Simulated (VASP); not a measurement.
Crystal: MgS.

```xyz
4
Lattice="4.0346 0.0000 0.0000 -2.0173 3.4941 0.0000 0.0000 0.0000 6.4323" Properties=species:S:1:pos:R:3 pbc="T T T"
S     2.0173    1.1647    5.6556
S     0.0000    2.3294    2.4394
Mg    0.0000    2.3294    6.4050
Mg    2.0173    1.1647    3.1888
```

Base run:

* Program: VASP 6.6.1
* Functional: PBE
* Potentials or basis: VASP PAW PBE potentials, release 64 (S, Mg)
* Cutoff: 520 eV
* k mesh: 8 × 8 × 4
* Occupations: fermi-dirac, width 0.05 eV
* Spin: no spin polarisation

Its results: band gap on the k mesh 3.43 eV, direct; pressure 0.9 GPa; largest force 0.048 eV/Å.

Problem. After a change of settings the same cell gave: band gap on the k mesh 3.27 eV, direct; pressure -0.4 GPa; largest force 0.045 eV/Å. Which change was it?
A. functional from PBE to PBEsol
B. functional from PBE to LDA; potentials or basis from VASP PAW PBE potentials, release 64 (S, Mg) to VASP PAW LDA potentials, release 64 (S, Mg)
C. functional from PBE to r2SCAN

Solution. A.

PBEsol binds more tightly than PBE, so the same cell stands under less pressure.

Caveats: the PAW data sets were made with another functional, which shifts forces and pressure a little (some runs).
